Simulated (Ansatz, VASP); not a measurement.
**Two plane-wave programs on MgO**

```
CELL_PARAMETERS angstrom
-0.04078 2.10217 2.10217
2.10217 -0.04078 2.10217
2.06139 2.06139 0.00000
ATOMIC_POSITIONS crystal
Mg 0.00000 0.00000 0.00000
O 0.50000 0.50000 0.50000
```

Change from the starting cell: shear_xy strain -3.9%.

Alike in both runs: task single point; functional r2SCAN; k mesh 10 × 10 × 10; no spin polarisation.

```csv
,VASP,Ansatz
version,VASP 6.6.1,Ansatz 0.2.0
potentials or method,"VASP PAW PBE potentials, release 64 (Mg_sv, O)","plane waves, PAW"
plane-wave cutoff (eV),660,500
occupations,"gaussian, width 0.01 eV",fixed
valence electrons in the cell,16,16
```

|  | VASP | Ansatz | Ansatz less VASP |
| --- | --- | --- | --- |
| gap on the k mesh at the Fermi level (eV) | 5.54 | 5.52 | -0.029 |
| pressure (GPa) | -0.1 | 0.1 | +0.15 |
| traceless stress, the component that is largest in VASP (GPa) | 6.05 | 6.09 | +0.037 |

VASP's potentials were made for PBE, not for r2SCAN.
